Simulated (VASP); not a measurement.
A run of VASP 6.6.1 is set up as follows.

File INCAR:

```
SYSTEM = Hf5H2
PREC = Accurate
ENCUT = 520
EDIFF = 1E-6
ISMEAR = 0
SIGMA = 0.1
LREAL = .FALSE.
LASPH = .TRUE.
NELM = 60
ALGO = Normal
ISIF = 2
LWAVE = .FALSE.
LCHARG = .FALSE.
GGA = PE
NBANDS = 35
```

Contents of KPOINTS:

```
regular mesh
0
G
  8 8 8
  0 0 0
```

Contents of POSCAR:

```
Hf5H2
1.0
   -3.6415381759      3.6415381759      2.2448486155
    3.6415381759     -3.6415381759      2.2448486155
    3.6415381759      3.6415381759     -2.2448486155
Hf H
5 2
Direct
    0.3945606970      0.2090935134      0.6036542104
    0.7909064866      0.3945606970      0.1854671836
    0.2090935134      0.6054393030      0.8145328164
    0.6054393030      0.7909064866      0.3963457896
    0.0000000000      0.0000000000      0.0000000000
    0.7500000000      0.2500000000      0.5000000000
    0.2500000000      0.7500000000      0.5000000000
```

Potentials or basis: VASP PAW PBE potentials, release 64 (Hf_pv, H).

Command:

```bash
$ cat potpaw_PBE.64/Hf_pv/POTCAR potpaw_PBE.64/H/POTCAR > POTCAR
$ mpirun -np 1 vasp_std > vasp.out
```

Question: What does it give for the band gap on the k mesh?

Answer: Zero (bands 26 and 27 overlap by 0.60 eV).

Question: What does it give for the pressure?

Answer: -0.5 GPa.

Question: Predict the largest force.

Answer: 0.012 eV/Å.

Forces in eV/Å, atoms in the order of the input:
```
Hf  -0.007  0.009  0.000
Hf   0.009  0.007  0.000
Hf  -0.009 -0.007  0.000
Hf   0.007 -0.009  0.000
Hf   0.000  0.000  0.000
H    0.000  0.000  0.000
H    0.000  0.000  0.000
```

Caveat: spin-orbit coupling is left out, which moves the levels of the heavy elements.
